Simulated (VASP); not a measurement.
Write the native input for VASP 6.6.1 that does the following.

| Quantity | Value |
| --- | --- |
| Task | relaxation of cell and atoms |
| Functional | PBE |
| Potentials or basis | VASP PAW PBE potentials, release 64 (Na_sv, F) |
| Cutoff | 1130 eV |
| k mesh | 12 × 12 × 4 |
| Occupations | fermi-dirac, width 0.02 eV |
| Spin | no spin polarisation |
| Dipole correction | no |
| Further INCAR settings | ALGO = Normal; EDIFF = 1e-07; IBRION = 2; EDIFFG = -0.005; NSW = 80; ISIF = 3 |

The structure of NaF lies in POSCAR:

```
NaF
1.0
    3.1933181280      0.0000000000      0.0000000000
   -1.5966590640      2.7654946212      0.0000000000
    0.0000000000      0.0000000000      5.2146885030
Na F
2 2
Direct
    0.3333333333      0.6666666667      0.0000000000
    0.6666666667      0.3333333333      0.5000000000
    0.3333333333      0.6666666667      0.3750000000
    0.6666666667      0.3333333333      0.8750000000
```

The input as run:

INCAR

```
PREC     = Accurate       # precision mode
ENCUT    = 1130           # plane-wave cutoff, eV
EDIFF    = 1E-7           # SCF threshold, eV
ISMEAR   = -1             # smearing method
SIGMA    = 0.02           # smearing width, eV
LREAL    = F              # projectors in reciprocal space
LASPH    = T              # aspherical terms in the spheres
NELM     = 120            # most SCF steps
ALGO     = Normal         # electronic algorithm
ISIF     = 3              # what is computed and relaxed
LWAVE    = F              # write WAVECAR
LCHARG   = F              # write CHGCAR
GGA      = PE             # functional
IBRION   = 2              # ionic algorithm
NSW      = 80             # ionic steps
EDIFFG   = -0.005         # ionic threshold
GGA_COMPAT= F            
NELMIN   = 4
```

KPOINTS

```
Automatic mesh
0
Gamma
  12 12 4
```

Potentials or basis: VASP PAW PBE potentials, release 64 (Na_sv, F).

Launch:

```console
$ cat potpaw_PBE.64/Na_sv/POTCAR potpaw_PBE.64/F/POTCAR > POTCAR
$ mpirun -np 1 vasp_std > vasp.out
```

It gave:

```yaml
Relaxed_volume: 15.57 Å³/atom
Relaxed_cell: a = 3.929 Å, b = 3.929 Å, c = 4.657 Å, α = 90.00°, β = 90.00°, γ = 120.00°
Space_group_after_relaxing_to_0.1_Å: P6_3/mmc (No. 194)
Energy_gained_by_relaxing: 412.8 meV/atom
Ionic_steps: 36
Pressure_after_relaxing: 0.0 GPa
Band_gap_on_the_k_mesh: 5.51 eV
```

Caveat: the volume moved by over 15 % at a fixed basis, so the end points are rough; the structure was generated, so it needn't be the stable form of NaF.

It took 31 min on 1 thread of AMD EPYC 9R45 96-Core Processor (Zen 5), on a shared host, peak memory 0.32 GiB.
